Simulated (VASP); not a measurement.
# Zn2O5 (P-3m1) in VASP: single point with PBE

Aim: the single point of Zn2O5 with PBE.

Program: VASP 6.6.1. These are calculated values, not measurements. Logs are shortened: lines on timing, memory, paths and dates and some standing lists are left out, and cuts for length are marked.

### Step 1. The cell of the first run

It takes space group P-3m1 (No. 164, trigonal). The conventional cell has a = 3.392 Å, b = 3.392 Å, c = 22.795 Å, α = 90.00°, β = 90.00°, γ = 120.00°. Zn (site symmetry 3m) has 4 O at 1.96 to 2.32 Å within 2.6 Å. Zn (site symmetry 3m) has 5 O at 1.96 to 2.37 Å within 2.6 Å. Within 1.6 Å of O (site symmetry 3m) lie 1 O at 1.22 Å. O (site symmetry 3m) has 1 O at 1.22 Å within 1.6 Å. Within 1.6 Å of O (site symmetry 3m) lie 1 O at 1.22 Å. O (site symmetry 3m) has 4 Zn at 1.96 to 2.35 Å within 2.6 Å. Within 2.6 Å of O (site symmetry 3m) lie 5 Zn at 1.96 to 2.37 Å.

### Step 2. Single point, PBE, collinear spin, ferromagnetic start

Input file INCAR:

```
PREC     = Accurate       # precision mode
ENCUT    = 600            # plane-wave cutoff, eV
EDIFF    = 1E-6           # SCF threshold, eV
ISMEAR   = 0              # smearing method
SIGMA    = 0.1            # smearing width, eV
LREAL    = False          # projectors in reciprocal space
LASPH    = True           # aspherical terms in the spheres
NELM     = 200            # most SCF steps
ALGO     = Normal         # electronic algorithm
ISIF     = 2              # what is computed and relaxed
LWAVE    = False          # write WAVECAR
LCHARG   = False          # write CHGCAR
ISPIN    = 2              # spin polarisation
MAGMOM   = 0 0 0 0 1 1 1 1 1 1 1 1 1 1 # initial moments
LORBIT   = 11             # projections on sites
GGA      = PE             # functional
NBANDS   = 71             # bands
GGA_COMPAT= False
```

Input file KPOINTS:

```
regular mesh
0
Gamma
  6 6 1
```

Input file POSCAR:

```
Zn2O5
1.0
    3.3923099023      0.0000000000      0.0000000000
   -1.6961549512      2.9378265529      0.0000000000
    0.0000000000      0.0000000000     22.7949173341
Zn O
4 10
Direct
    0.6666666667      0.3333333333      0.8465249955
    0.3333333333      0.6666666667      0.1534750045
    0.6666666667      0.3333333333      0.0524624220
    0.3333333333      0.6666666667      0.9475375780
    0.0000000000      0.0000000000      0.4732777933
    0.0000000000      0.0000000000      0.5267222067
    0.6666666667      0.3333333333      0.6966205389
    0.6666666667      0.3333333333      0.6431635117
    0.3333333333      0.6666666667      0.8442295444
    0.3333333333      0.6666666667      0.3033794611
    0.3333333333      0.6666666667      0.3568364883
    0.6666666667      0.3333333333      0.1557704556
    0.3333333333      0.6666666667      0.0517223998
    0.6666666667      0.3333333333      0.9482776002
```

Potentials or basis: VASP PAW PBE potentials, release 64 (Zn, O).

On the command line:

```sh
$ cat potpaw_PBE.64/Zn/POTCAR potpaw_PBE.64/O/POTCAR > POTCAR
$ mpirun -np 1 vasp_std > vasp.out
```

OUTCAR:

```text
PREC = Accurate
   ENCUT = 600
   EDIFF = 1E-6
   ISMEAR = 0
   LREAL = False
   LASPH = True
   NELM = 200
   ISIF = 2
   ISPIN = 2
   LORBIT = 11
   GGA = PE

 ion  position               nearest neighbor table
   1  0.667  0.333  0.847-   9 1.96   9 1.96   9 1.96  14 2.32   4 3.02   4 3.02   4 3.02
   2  0.333  0.667  0.153-  12 1.96  12 1.96  12 1.96  13 2.32   3 3.02   3 3.02   3 3.02
   3  0.667  0.333  0.052-  13 1.96  13 1.96  13 1.96  12 2.35  14 2.37   2 3.02   2 3.02   2 3.02

   4  0.333  0.667  0.948-  14 1.96  14 1.96  14 1.96   9 2.35  13 2.37   1 3.02   1 3.02   1 3.02

   5  0.000  0.000  0.473-   6 1.22
   6  0.000  0.000  0.527-   5 1.22
   7  0.667  0.333  0.697-   8 1.22
   8  0.667  0.333  0.643-   7 1.22
   9  0.333  0.667  0.844-   1 1.96   1 1.96   1 1.96   4 2.35
  10  0.333  0.667  0.303-  11 1.22
  11  0.333  0.667  0.357-  10 1.22
  12  0.667  0.333  0.156-   2 1.96   2 1.96   2 1.96   3 2.35
  13  0.333  0.667  0.052-   3 1.96   3 1.96   3 1.96   2 2.32   4 2.37
  14  0.667  0.333  0.948-   4 1.96   4 1.96   4 1.96   1 2.32   3 2.37

  LATTYP: Found a hexagonal cell.
 ALAT       =     3.3923099023
 C/A-ratio  =     6.7195857662

  Lattice vectors:

 A1 = (   3.3923099023,   0.0000000000,   0.0000000000)
 A2 = (  -1.6961549512,   2.9378265529,   0.0000000000)
 A3 = (   0.0000000000,   0.0000000000,  22.7949173341)

Analysis of symmetry for initial positions (statically):
=====================================================================
 Subroutine PRICEL returns:
 Original cell was already a primitive cell.

 Routine SETGRP: Setting up the symmetry group for a
 hexagonal supercell.

 Subroutine GETGRP returns: Found 12 space group operations
 (whereof 12 operations were pure point group operations)
 out of a pool of 24 trial point group operations.

The static configuration has the point symmetry D_3d.

Analysis of symmetry for dynamics (positions and initial velocities):
=====================================================================
 Subroutine PRICEL returns:
 Original cell was already a primitive cell.

 Routine SETGRP: Setting up the symmetry group for a
 hexagonal supercell.

 Subroutine GETGRP returns: Found 12 space group operations
 (whereof 12 operations were pure point group operations)
 out of a pool of 24 trial point group operations.

The dynamic configuration has the point symmetry D_3d.

Analysis of structural, dynamic, and magnetic symmetry:
=====================================================================
 Subroutine PRICEL returns:
 Original cell was already a primitive cell.

 Routine SETGRP: Setting up the symmetry group for a
 hexagonal supercell.

 Subroutine GETGRP returns: Found 12 space group operations
 (whereof 12 operations were pure point group operations)
 out of a pool of 24 trial point group operations.

The overall configuration has the point symmetry D_3d.

 Subroutine INISYM returns: Found 12 space group operations
 (whereof 12 operations are pure point group operations),
 and found     1 'primitive' translations

----------------------------------------------------------------------------------------

                                     Primitive cell

  volume of cell :     227.1746

  direct lattice vectors                    reciprocal lattice vectors
     3.392309902  0.000000000  0.000000000     0.294784388  0.170193846  0.000000000
    -1.696154951  2.937826553  0.000000000     0.000000000  0.340387692  0.000000000
     0.000000000  0.000000000 22.794917334     0.000000000  0.000000000  0.043869429

  length of vectors
     3.392309902  3.392309902 22.794917334     0.340387692  0.340387692  0.043869429

  position of ions in fractional coordinates (direct lattice)
     0.666666667  0.333333333  0.846524995
     0.333333333  0.666666667  0.153475005
     0.666666667  0.333333333  0.052462422
     0.333333333  0.666666667  0.947537578
     0.000000000  0.000000000  0.473277793
[... 81 lines left out ...]
   LREAL  =      F    real-space projection
   EDIFFG = 0.1E-04   stopping-criterion for IOM
   NSW    =      0    number of steps for IOM
   IBRION =     -1    ionic relax: 0-MD 1-quasi-New 2-CG
   NFREE  =      0    steps in history (QN), initial steepest desc. (CG)
   ISIF   =      2    stress and relaxation
   ISYM   =      2    0-nonsym 1-usesym 2-fastsym
   POTIM  = 0.5000    time-step for ionic-motion
   TEBEG  =    0.0;   TEEND  =   0.0 temperature during run
   PSTRESS=    0.0 pullay stress
   NELECT =     108.0000    total number of electrons
   NUPDOWN=      -1.0000    fix difference up-down
   EMIN   =  10.00;   EMAX   =-10.00  energy-range for DOS
   EFERMI =   0.00;   METHOD = LEGACY
   ISMEAR =     0;   SIGMA  =   0.10  broadening in eV -4-tet -1-fermi 0-gaus
   EFERMI_NEDOS =   21; number of points for ismear=-14 and -15
   IALGO  =     38    algorithm
   IMIX   =      4    mixing-type and parameters
     AMIX     =   0.40;   BMIX     =  1.00
     AMIX_MAG =   1.60;   BMIX_MAG =  1.00
  volume/ion in A,a.u.               =      16.23       109.50
  Fermi-wavevector in a.u.,A,eV,Ry     =   1.277702  2.414506 22.211810  1.632522
  Thomas-Fermi vector in A             =   2.410286
   LORBIT       =     11    0 simple, 1 ext, 2 COOP (PROOUT), +10 PAW based schemes
   GGA     = PE    functional components
   LHFCALC =     F    Hartree Fock is set to
   AEXX    =    0.0000 exact exchange contribution
   IVDW    =     0    specifies the selected vdW correction
   LEPSILON=     F    determine dielectric tensor
   LRPA    =     F    only Hartree local field effects (RPA)
 spin polarized calculation
 Gauss-broadening in eV      SIGMA  =   0.10
  energy-cutoff  :      600.00
  volume of cell :      227.17
 maximum number of plane-waves:      7605
 NGX is ok and might be reduce to    28
   NGX = 13   NGY = 13   NGZ = 91

 number of electron     108.0000000 magnetization      10.0000000

 number of electron     107.9999993 magnetization       5.9987485

 Free energy of the ion-electron system (eV)
  ---------------------------------------------------
  ext. energy  EPLUGINS =         0.00000000
  ---------------------------------------------------
  free energy    TOTEN  =       -64.44616066 eV

  energy without entropy =      -64.44532353  energy(sigma->0) =      -64.44574209

 E-fermi :  -0.6713     XC(G=0):  -8.3520

 val. band max:       -0.8140588579   @ k =   0.0000   0.0000   0.0000
 cond. band min:      -0.5364160311   @ k =   0.5000   0.0000   0.0000
 fundamental gap:      0.2776428267
 Fermi energy:        -0.6712922730

 spin component 1

 k-point     1 :       0.0000    0.0000    0.0000
  band No.  band energies     occupation
      1     -28.3178      1.00000
      2     -28.3156      1.00000
      3     -28.2957      1.00000
      4     -18.6119      1.00000
      5     -18.2474      1.00000
      6     -17.8469      1.00000
[... 472 lines left out ...]
     65       7.4805      0.00000
     66       7.5799      0.00000
 Fermi energy:        -0.6712922730

 spin component 2

 k-point     1 :       0.0000    0.0000    0.0000
  band No.  band energies     occupation
      1     -27.1209      1.00000
      2     -27.1190      1.00000
      3     -27.0972      1.00000
      4     -18.6104      1.00000
      5     -18.2448      1.00000
      6     -17.8423      1.00000
[... 472 lines left out ...]
     65       7.5335      0.00000
     66       8.0766      0.00000
 [bands above 66 left out]

------------------------ aborting loop because EDIFF is reached ----------------------------------------

  FORCE on cell =-STRESS in cart. coord.  units (eV):
  Direction    XX          YY          ZZ          XY          YZ          ZX
  --------------------------------------------------------------------------------------
  -------------------------------------------------------------------------------------
  Total        0.5527837      0.5527837      4.2377053     -0.0000000      0.0000000     -0.0000000
  in kB        3.8985771      3.8985771     29.8869532     -0.0000000      0.0000000     -0.0000000
  external PRESSURE =      12.5613692 kB  Pullay stress =       0.0000000 kB

 VOLUME and BASIS-vectors are now :
 -----------------------------------------------------------------------------
  energy-cutoff  :      600.00
  volume of cell :      227.17
      direct lattice vectors                 reciprocal lattice vectors
     3.392309902  0.000000000  0.000000000     0.294784388  0.170193846  0.000000000
    -1.696154951  2.937826553  0.000000000     0.000000000  0.340387692  0.000000000
     0.000000000  0.000000000 22.794917334     0.000000000  0.000000000  0.043869429

 POSITION                                       TOTAL-FORCE (eV/Angst)
 -----------------------------------------------------------------------------------
      1.69615      0.97928     19.29647         0.000000     -0.000000     -0.010207
     -0.00000      1.95855      3.49845        -0.000000     -0.000000      0.010207
      1.69615      0.97928      1.19588        -0.000000      0.000000      0.003216
     -0.00000      1.95855     21.59904         0.000000     -0.000000     -0.003216
      0.00000      0.00000     10.78833        -0.000000     -0.000000     -1.138820
      0.00000      0.00000     12.00659        -0.000000      0.000000      1.138820
      1.69615      0.97928     15.87941        -0.000000     -0.000000      1.133727
      1.69615      0.97928     14.66086        -0.000000      0.000000     -1.119426
     -0.00000      1.95855     19.24414        -0.000000     -0.000000     -0.008800
     -0.00000      1.95855      6.91551        -0.000000      0.000000     -1.133727
     -0.00000      1.95855      8.13406        -0.000000     -0.000000      1.119426
      1.69615      0.97928      3.55077        -0.000000      0.000000      0.008800
     -0.00000      1.95855      1.17901         0.000000      0.000000     -0.005737
      1.69615      0.97928     21.61591         0.000000      0.000000      0.005737
 -----------------------------------------------------------------------------------
    total drift:                                0.000000      0.000000      0.000000

  FREE ENERGIE OF THE ION-ELECTRON SYSTEM (eV)
  ---------------------------------------------------
  free  energy   TOTEN  =       -64.4461606560 eV

  energy  without entropy=      -64.4453235314  energy(sigma->0) =      -64.44574209

 total charge

# of ion       s       p       d       tot
------------------------------------------
    1        0.458   0.429   9.878  10.765
    2        0.458   0.429   9.878  10.765
    3        0.447   0.448   9.899  10.794
    4        0.447   0.448   9.899  10.794
    5        1.609   3.301   0.000   4.910
    6        1.609   3.301   0.000   4.910
    7        1.608   3.302   0.000   4.910
    8        1.609   3.300   0.000   4.909
    9        1.546   3.425   0.000   4.971
   10        1.608   3.302   0.000   4.910
   11        1.609   3.300   0.000   4.909
   12        1.546   3.425   0.000   4.971
   13        1.551   3.447   0.000   4.997
   14        1.551   3.447   0.000   4.997
--------------------------------------------------
tot         17.656  35.303  39.553  92.512

 magnetization (x)

# of ion       s       p       d       tot
------------------------------------------
    1       -0.000  -0.000   0.000  -0.000
    2       -0.000  -0.000   0.000  -0.000
    3       -0.000   0.000   0.000   0.000
    4       -0.000   0.000   0.000   0.000
    5        0.011   0.799   0.000   0.809
    6        0.011   0.799   0.000   0.809
    7        0.010   0.796   0.000   0.806
    8        0.011   0.799   0.000   0.809
    9        0.000   0.003   0.000   0.003
   10        0.010   0.796   0.000   0.806
   11        0.011   0.799   0.000   0.809
   12        0.000   0.003   0.000   0.003
   13        0.000   0.001   0.000   0.001
   14        0.000   0.001   0.000   0.001
--------------------------------------------------
tot          0.063   4.794   0.001   4.857
```

It used 1000 s of CPU time on 1 thread of AMD EPYC 7R13 Processor (Zen 3), on a shared host.

What came out:

```yaml
Free_energy: -64.4462 eV
Pressure: 1.3 GPa
Largest_force: 1.139 eV/Å
Band_gap_on_the_k_mesh: 0.28 eV, indirect (least direct gap 0.71 eV)
Net_moment: 6.00 μB per cell
Site_moments: Zn -0.00, +0.00; O +0.81, +0.00 μB
Valence_electrons_inside_the_program's_atomic_spheres: Zn 10.77, 10.79; O 4.91, 4.97, 5.00
```

Forces in eV/Å, atoms in the order of the input:
```
Zn   0.000  0.000 -0.010
Zn   0.000  0.000  0.010
Zn   0.000  0.000  0.003
Zn   0.000  0.000 -0.003
O    0.000  0.000 -1.139
O    0.000  0.000  1.139
O    0.000  0.000  1.134
O    0.000  0.000 -1.119
O    0.000  0.000 -0.009
O    0.000  0.000 -1.134
O    0.000  0.000  1.119
O    0.000  0.000  0.009
O    0.000  0.000 -0.006
O    0.000  0.000  0.006
```

Stress tensor (GPa, compression positive):
```
0.39 0.00 0.00
0.00 0.39 0.00
0.00 0.00 2.99
```

Caveat: the standard files for N, O and F lose accuracy on very short bonds; forces of over 1 eV/Å act on the atoms, so gaps and moduli don't describe the material at rest. A k mesh can miss the band edges.
